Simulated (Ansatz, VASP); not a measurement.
## Two plane-wave programs on FeO

The input INCAR:

```
SYSTEM = FeO
ALGO = Normal ; EDIFF = 1E-6
ENCUT = 1340 ; GGA_COMPAT = .False.
ISIF = 2 ; ISMEAR = 0
ISPIN = 2 ; LASPH = .True.
LCHARG = .False. ; LDAU = .True.
LDAUJ = 0 0 ; LDAUL = 2 -1
LDAUPRINT = 1 ; LDAUTYPE = 2
LDAUU = 3 0 ; LMAXMIX = 4
LORBIT = 11 ; LREAL = .False.
LWAVE = .False. ; MAGMOM = 3.29 3.29 0.15 0.15
NBANDS = 34 ; NELM = 200
PREC = Accurate ; SIGMA = 0.05
```

File KPOINTS:

```
k-points
0
Gamma
  5 5 5
  0 0 0
```

File POSCAR:

```
FeO
1.0
    3.5023808100      0.0000000000      0.0000000000
    0.0000000000      3.5023808100      0.0000000000
    0.0000000000      0.0000000000      4.3604723100
Fe O
2 2
Direct
    0.0000000000      0.5000000000      0.0000000000
    0.5000000000      0.0000000000      0.5000000000
    0.0000000000      0.0000000000      0.2500000000
    0.0000000000      0.0000000000      0.7500000000
```

Input for Ansatz:

```yaml
crystal:
  lattice:
    - [3.50238081, 0.0, 0.0]
    - [0.0, 3.50238081, 0.0]
    - [0.0, 0.0, 4.36047231]
  atoms:
    - { symbol: Fe, position: [0.0, 0.5, 0.0], spin: 2.0 }
    - { symbol: Fe, position: [0.5, 0.0, 0.5], spin: 2.0 }
    - { symbol: O, position: [0.0, 0.0, 0.25] }
    - { symbol: O, position: [0.0, 0.0, 0.75] }
basis:
  ecutwfc: 420
  ecutrho_ratio: 4
kpoints:
  mp_grid: { grid: [5, 5, 5] }
hamiltonian:
  xc: lda
  hubbard:
    sites: [{ site: 0, l: d, u_eff: 3.0 }, { site: 1, l: d, u_eff: 3.0 }]
scf:
  occupations: { method: gaussian, width: 0.05 }
  lower_state_search: "off"
  max_iter: 150
output:
  forces: true
  stress: true
  eigenvalues: true
  populations: true
  hubbard: { sites: [{ site: 0, l: d }, { site: 1, l: d }] }
magnetization:
  spin_polarized: true
  initial_magnetization: 4.0
  spin_locking: { lock_magnetization: soft, n_iters: 6 }
```

Alike in both runs: task single point; functional LDA; k mesh 5 × 5 × 5; occupations gaussian, width 0.05 eV; collinear spin; Hubbard terms Fe d U = 3.0 eV.

```csv
,VASP,Ansatz
version,VASP 6.6.1,Ansatz 0.2.0
potentials or method,"VASP PAW LDA potentials, release 64 (Fe_sv, O_h), cutoff 1340 eV","scalar-relativistic, plane waves, PAW"
valence electrons in the cell,44,44
```

```tsv
	VASP	Ansatz	Ansatz less VASP
gap on the k mesh at the Fermi level (eV)	none	none	-
pressure (GPa)	-13.8	-7.8	+6.01
traceless stress, the component that is largest in VASP (GPa)	29.61	31.96	+2.350
net moment per atom (μB)	1.89	1.90	+0.016
size of the moment on the site where the two differ most (μB)	3.50	3.29	-0.212
```

LDA's correlation is that of Perdew and Zunger in VASP and of Perdew and Wang (1992) in Ansatz. Site moments also hang on the region over which each program counts them. The programs project onto different local orbitals, so the same U acts differently, and such runs can settle in different states. A gap of «none» marks a metal or a gap that the smearing closes. Ansatz's warnings: filled band counts differ across k points, stress scf threshold loose.
